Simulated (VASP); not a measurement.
**BaAl2Os: single point with PBE**

BaAl2Os:

```
CELL_PARAMETERS angstrom
2.17130 1.25360 6.03531
-2.17130 1.25360 6.03531
0.00000 -2.50721 6.03531
ATOMIC_POSITIONS crystal
Ba 0.00000 0.00000 0.00000
Al 0.19399 0.19399 0.19399
Al 0.80601 0.80601 0.80601
Os 0.50000 0.50000 0.50000
```

```
Program             : VASP 6.6.1
Task                : single point
Functional          : PBE
Potentials or basis : VASP PAW PBE potentials, release 64 (Ba_sv, Al, Os)
Cutoff              : 520 eV
k mesh              : 6 × 6 × 6
Occupations         : gaussian, width 0.1 eV
Spin                : no spin polarisation
```

| Property | Result |
| --- | --- |
| Pressure | 0.3 GPa |
| Largest force | 0.004 eV/Å |
| Band gap on the k mesh | zero (bands 12 and 13 overlap by 1.68 eV) |

Forces in eV/Å, atoms in the order of the input:
```
Ba   0.000  0.000  0.000
Al   0.000  0.000 -0.004
Al   0.000  0.000  0.004
Os   0.000  0.000  0.000
```

Stress tensor (GPa, compression positive):
```
0.20 0.00 0.00
0.00 0.20 0.00
0.00 0.00 0.35
```

Levels at points of the mesh, in eV from the Fermi level:
```csv
k point,band 9,band 10,band 11,band 12,band 13,band 14,band 15,band 16
"(0.00, 0.00, 0.00)",-1.86,-1.08,-1.08,0.84,2.63,2.63,2.84,2.84
"(0.50, 0.00, 0.00)",-1.75,-1.08,-1.02,-1.02,-0.84,-0.12,2.16,4.42
"(0.50, 0.50, 0.00)",-1.79,-1.23,-1.22,-0.68,0.13,0.48,2.90,3.70
"(0.50, 0.50, 0.50)",-1.08,-0.91,-0.91,0.47,1.59,1.59,3.03,3.03
```

Run time: 3.6 min on 1 thread of Oxide Virtual Turin-like Processor (shared host), peak memory 0.36 GiB.

Caveat: spin-orbit coupling is left out, which moves the levels of the heavy elements.
